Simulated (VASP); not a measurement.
# HfBBr2 (P-3m1) in VASP: a series of runs

The runs below take HfBBr2 through single point, relaxation of cell and atoms, with PBE.

Everything below comes from runs of VASP 6.6.1. Logs are shortened: lines on timing, memory, paths and dates and some standing lists are left out, and cuts for length are marked.

## 1. The cell of the first run

Symmetry: P-3m1, No. 164, trigonal system. The conventional cell has a = 4.959 Å, b = 4.959 Å, c = 4.407 Å, α = 90.00°, β = 90.00°, γ = 120.00°. Hf (site symmetry -3m) has 2 B at 2.20 Å within 2.9 Å. B (site symmetry -3m) has 2 Hf at 2.20 Å within 2.9 Å. Br (site symmetry 3m) has 3 Hf at 2.95 Å and 3 Br at 3.21 Å and 3 B at 3.22 Å within 3.9 Å.

## 2. Single point, PBE

The input, INCAR:

```
SYSTEM = HfBBr2
  ALGO = Normal
  EDIFF = 1E-6
  ENCUT = 520
  GGA = PE
  ISIF = 2
  ISMEAR = 0
  LASPH = .True.
  LCHARG = .True.
  LELF = .True.
  LREAL = .False.
  LVHAR = .True.
  LWAVE = .False.
  NBANDS = 22
  NELM = 80
  PREC = Accurate
  SIGMA = 0.1
```

The input, KPOINTS:

```
k-points
0
Gamma
  6 6 2
  0 0 0
```

The input, POSCAR:

```
HfBBr2
1.0
    4.9586393421     -0.0000000030      0.0000000000
   -2.4793196685      4.2943076399      0.0000000000
    0.0000000000      0.0000000000      4.4074679234
Hf B Br
1 1 2
Direct
    0.0000000000      0.0000000000      0.5000000000
    0.0000000000      0.0000000000      0.0000000000
    0.3333333333      0.6666666667      0.6638902885
    0.6666666667      0.3333333333      0.3361097115
```

Potentials or basis: VASP PAW PBE potentials, release 64 (Hf_pv, B, Br).

Command:

```sh
cat potpaw_PBE.64/Hf_pv/POTCAR potpaw_PBE.64/B/POTCAR potpaw_PBE.64/Br/POTCAR > POTCAR
mpirun -np 1 vasp_std > vasp.out
```

OUTCAR:

```text
SYSTEM = HfBBr2
   EDIFF = 1E-6
   ENCUT = 520
   GGA = PE
   ISIF = 2
   ISMEAR = 0
   LASPH = .True.
   LREAL = .False.
   NELM = 80
   PREC = Accurate

 ion  position               nearest neighbor table
   1  0.000  0.000  0.500-   2 2.20   2 2.20   4 2.95   3 2.95   3 2.95   4 2.95   4 2.95   3 2.95

   2  0.000  0.000  0.000-   1 2.20   1 2.20
   3  0.333  0.667  0.664-   1 2.95   1 2.95   1 2.95
   4  0.667  0.333  0.336-   1 2.95   1 2.95   1 2.95

  LATTYP: Found a hexagonal cell.
 ALAT       =     4.9586393421
 C/A-ratio  =     0.8888462377

  Lattice vectors:

 A1 = (   4.9586393421,  -0.0000000030,   0.0000000000)
 A2 = (  -2.4793196685,   4.2943076399,   0.0000000000)
 A3 = (   0.0000000000,   0.0000000000,   4.4074679234)

Analysis of symmetry for initial positions (statically):
=====================================================================
 Subroutine PRICEL returns:
 Original cell was already a primitive cell.

 Routine SETGRP: Setting up the symmetry group for a
 hexagonal supercell.

 Subroutine GETGRP returns: Found 12 space group operations
 (whereof 12 operations were pure point group operations)
 out of a pool of 24 trial point group operations.

The static configuration has the point symmetry D_3d.

Analysis of symmetry for dynamics (positions and initial velocities):
=====================================================================
 Subroutine PRICEL returns:
 Original cell was already a primitive cell.

 Routine SETGRP: Setting up the symmetry group for a
 hexagonal supercell.

 Subroutine GETGRP returns: Found 12 space group operations
 (whereof 12 operations were pure point group operations)
 out of a pool of 24 trial point group operations.

The dynamic configuration has the point symmetry D_3d.

 Subroutine INISYM returns: Found 12 space group operations
 (whereof 12 operations are pure point group operations),
 and found     1 'primitive' translations

----------------------------------------------------------------------------------------

                                     Primitive cell

  volume of cell :      93.8523

  direct lattice vectors                    reciprocal lattice vectors
     4.958639342 -0.000000003  0.000000000     0.201668226  0.116433205  0.000000000
    -2.479319669  4.294307640  0.000000000     0.000000000  0.232866409  0.000000000
     0.000000000  0.000000000  4.407467923     0.000000000  0.000000000  0.226887641

  length of vectors
     4.958639342  4.958639342  4.407467923     0.232866409  0.232866409  0.226887641

  position of ions in fractional coordinates (direct lattice)
     0.000000000  0.000000000  0.500000000
     0.000000000  0.000000000  0.000000000
     0.333333333  0.666666667  0.663890288
     0.666666667  0.333333333  0.336109712

  ion indices of the primitive-cell ions
   primitive index   ion index
                 1           1
                 2           2
                 3           3
                 4           4

----------------------------------------------------------------------------------------

 KPOINTS: k-points

Automatic generation of k-mesh.
 Grid dimensions read from file:
 generate k-points for:    6    6    2

 Generating k-lattice:

  Cartesian coordinates                     Fractional coordinates (reciprocal lattice)
     0.033611371  0.019405534  0.000000000     0.166666667  0.000000000  0.000000000
     0.000000000  0.038811068  0.000000000     0.000000000  0.166666667  0.000000000
     0.000000000  0.000000000  0.113443821     0.000000000  0.000000000  0.500000000

  Length of vectors
     0.038811068  0.038811068  0.113443821

  Shift w.r.t. Gamma in fractional coordinates (k-lattice)
     0.000000000  0.000000000  0.000000000

 Subroutine IBZKPT returns following result:
 ===========================================

 Found     14 irreducible k-points:

 Following reciprocal coordinates:
            Coordinates               Weight
  0.000000  0.000000  0.000000      1.000000
  0.166667 -0.000000  0.000000      6.000000
  0.333333  0.000000  0.000000      6.000000
  0.500000  0.000000  0.000000      3.000000
  0.166667  0.166667  0.000000      6.000000
  0.333333  0.166667  0.000000     12.000000
  0.333333  0.333333  0.000000      2.000000
  0.000000  0.000000  0.500000      1.000000
  0.166667 -0.000000  0.500000      6.000000
  0.333333  0.000000  0.500000      6.000000
  0.500000  0.000000  0.500000      3.000000
  0.166667  0.166667  0.500000      6.000000
  0.333333  0.166667  0.500000     12.000000
  0.333333  0.333333  0.500000      2.000000
   k-points           NKPTS =     14   k-points in BZ     NKDIM =     14   number of bands    NBANDS=     22
   number of dos      NEDOS =    301   number of ions     NIONS =      4
   total plane-waves  NPLWV =  57600
   dimension x,y,z NGX =    40 NGY =   40 NGZ =   36
   dimension x,y,z NGXF=    80 NGYF=   80 NGZF=   72
   ions per type =               1   1   2
   NGX,Y,Z   is equivalent  to a cutoff of  13.41, 13.41, 13.58 a.u.
   NGXF,Y,Z  is equivalent  to a cutoff of  26.82, 26.82, 27.16 a.u.
 SYSTEM =  HfBBr2
   PREC   = accura    normal or accurate (medium, high low for compatibility)
   ISTART =      0    job   : 0-new  1-cont  2-samecut
   ICHARG =      2    charge: 1-file 2-atom 10-const
   ISPIN  =      1    spin polarized calculation?
   LNONCOLLINEAR =      F non collinear calculations
   LSORBIT =      F    spin-orbit coupling
   LASPH  =      T    aspherical Exc in radial PAW
   ENCUT  =  520.0 eV  38.22 Ry    6.18 a.u.   9.22  9.22  8.19*2*pi/ulx,y,z
   NELM   =     80;   NELMIN=  2; NELMDL= -5     # of ELM steps
   EDIFF  = 0.1E-05   stopping-criterion for ELM
   LREAL  =      F    real-space projection
   EDIFFG = 0.1E-04   stopping-criterion for IOM
   NSW    =      0    number of steps for IOM
   IBRION =     -1    ionic relax: 0-MD 1-quasi-New 2-CG
   NFREE  =      0    steps in history (QN), initial steepest desc. (CG)
   ISIF   =      2    stress and relaxation
   ISYM   =      2    0-nonsym 1-usesym 2-fastsym
   POTIM  = 0.5000    time-step for ionic-motion
   TEBEG  =    0.0;   TEEND  =   0.0 temperature during run
   PSTRESS=    0.0 pullay stress
   NELECT =      27.0000    total number of electrons
   NUPDOWN=      -1.0000    fix difference up-down
   EMIN   =  10.00;   EMAX   =-10.00  energy-range for DOS
   EFERMI =   0.00;   METHOD = LEGACY
   ISMEAR =     0;   SIGMA  =   0.10  broadening in eV -4-tet -1-fermi 0-gaus
   EFERMI_NEDOS =   21; number of points for ismear=-14 and -15
   IALGO  =     38    algorithm
   IMIX   =      4    mixing-type and parameters
     AMIX     =   0.40;   BMIX     =  1.00
     AMIX_MAG =   1.60;   BMIX_MAG =  1.00
  volume/ion in A,a.u.               =      23.46       158.34
  Fermi-wavevector in a.u.,A,eV,Ry     =   1.080723  2.042271 15.891096  1.167963
  Thomas-Fermi vector in A             =   2.216721
   LORBIT       =      0    0 simple, 1 ext, 2 COOP (PROOUT), +10 PAW based schemes
   GGA     = PE    functional components
   LHFCALC =     F    Hartree Fock is set to
   AEXX    =    0.0000 exact exchange contribution
   IVDW    =     0    specifies the selected vdW correction
   LEPSILON=     F    determine dielectric tensor
   LRPA    =     F    only Hartree local field effects (RPA)
 non-spin polarized calculation
 Gauss-broadening in eV      SIGMA  =   0.10
  energy-cutoff  :      520.00
  volume of cell :       93.85
 maximum number of plane-waves:      2548
 NGX is ok and might be reduce to    40
   NGX = 19   NGY = 19   NGZ = 17

 number of electron      26.9999999 magnetization

 Free energy of the ion-electron system (eV)
  ---------------------------------------------------
  ext. energy  EPLUGINS =         0.00000000
  ---------------------------------------------------
  free energy    TOTEN  =       -19.47458171 eV

  energy without entropy =      -19.47458170  energy(sigma->0) =      -19.47458171

 E-fermi :   3.4101     XC(G=0):  -9.3015

 val. band max:        3.0403421417   @ k =   0.1667   0.1667   0.5000
 cond. band min:       3.7780938370   @ k =   0.1667   0.1667   0.0000
 fundamental gap:      0.7377516953
 Fermi energy:         3.4100641637

 k-point     1 :       0.0000    0.0000    0.0000
  band No.  band energies     occupation
      1     -28.3376      2.00000
      2     -28.3376      2.00000
      3     -28.0245      2.00000
      4     -13.2300      2.00000
      5     -11.8346      2.00000
      6      -3.6004      2.00000
[... 14 lines left out ...]
     21       9.4808      0.00000
     22       9.9880      0.00000

 k-point     2 :       0.1667   -0.0000    0.0000
  band No.  band energies     occupation
      1     -28.3397      2.00000
      2     -28.3380      2.00000
      3     -28.0243      2.00000
      4     -13.1304      2.00000
      5     -11.9310      2.00000
      6      -3.6910      2.00000
[... 14 lines left out ...]
     21       9.1319      0.00000
     22       9.6235      0.00000

 k-point     3 :       0.3333    0.0000    0.0000
  band No.  band energies     occupation
      1     -28.3438      2.00000
      2     -28.3388      2.00000
      3     -28.0239      2.00000
      4     -12.8811      2.00000
      5     -12.1631      2.00000
      6      -4.0062      2.00000
[... 14 lines left out ...]
     21       9.2742      0.00000
     22       9.8572      0.00000
[... 226 lines left out ...]
 k-point    13 :       0.3333    0.1667    0.5000
  band No.  band energies     occupation
      1     -28.3431      2.00000
      2     -28.3388      2.00000
      3     -28.0270      2.00000
      4     -12.6098      2.00000
      5     -12.3178      2.00000
      6      -2.8844      2.00000
[... 14 lines left out ...]
     21      10.5930      0.00000
     22      10.9558      0.00000

 k-point    14 :       0.3333    0.3333    0.5000
  band No.  band energies     occupation
      1     -28.3415      2.00000
      2     -28.3415      2.00000
      3     -28.0269      2.00000
      4     -12.4551      2.00000
      5     -12.4551      2.00000
      6      -2.9689      2.00000
[... 14 lines left out ...]
     21      11.2796      0.00000
     22      11.2816      0.00000

------------------------ aborting loop because EDIFF is reached ----------------------------------------

  FORCE on cell =-STRESS in cart. coord.  units (eV):
  Direction    XX          YY          ZZ          XY          YZ          ZX
  --------------------------------------------------------------------------------------
  -------------------------------------------------------------------------------------
  Total       -0.0429775     -0.0429775      0.0425411      0.0000000      0.0000000     -0.0000000
  in kB       -0.7336798     -0.7336798      0.7262297      0.0000000      0.0000000     -0.0000000
  external PRESSURE =      -0.2470433 kB  Pullay stress =       0.0000000 kB

 VOLUME and BASIS-vectors are now :
 -----------------------------------------------------------------------------
  energy-cutoff  :      520.00
  volume of cell :       93.85
      direct lattice vectors                 reciprocal lattice vectors
     4.958639342 -0.000000003  0.000000000     0.201668226  0.116433205  0.000000000
    -2.479319669  4.294307640  0.000000000     0.000000000  0.232866409  0.000000000
     0.000000000  0.000000000  4.407467923     0.000000000  0.000000000  0.226887641

 POSITION                                       TOTAL-FORCE (eV/Angst)
 -----------------------------------------------------------------------------------
      0.00000      0.00000      2.20373         0.000000      0.000000      0.000000
      0.00000      0.00000      0.00000         0.000000      0.000000      0.000000
      0.00000      2.86287      2.92608         0.000000      0.000000     -0.003603
      2.47932      1.43144      1.48139        -0.000000     -0.000000      0.003603
 -----------------------------------------------------------------------------------
    total drift:                                0.000000     -0.000000     -0.000000

  FREE ENERGIE OF THE ION-ELECTRON SYSTEM (eV)
  ---------------------------------------------------
  free  energy   TOTEN  =       -19.4745817146 eV

  energy  without entropy=      -19.4745817022  energy(sigma->0) =      -19.47458171
```

It took 28 s on 1 thread of Intel Xeon 6975P-C, shared host; peak memory 0.24 GiB.

What came out:

```
Free energy   : -19.4746 eV
Pressure      : 0.0 GPa
Largest force : 0.004 eV/Å
```

Forces in eV/Å, atoms in the order of the input:
```
Hf   0.000  0.000  0.000
B    0.000  0.000  0.000
Br   0.000  0.000 -0.004
Br   0.000  0.000  0.004
```

Stress tensor (GPa, compression positive):
```
-0.07  0.00  0.00
 0.00 -0.07  0.00
 0.00  0.00  0.07
```

Caveat: the k points lie up to 0.71 Å⁻¹ apart; spin-orbit coupling is left out, which moves the levels of the heavy elements; an odd number of electrons without spin polarisation forces a metal; a magnetic or distorted state may lie lower.

(Part 1 of 3 ends here.)
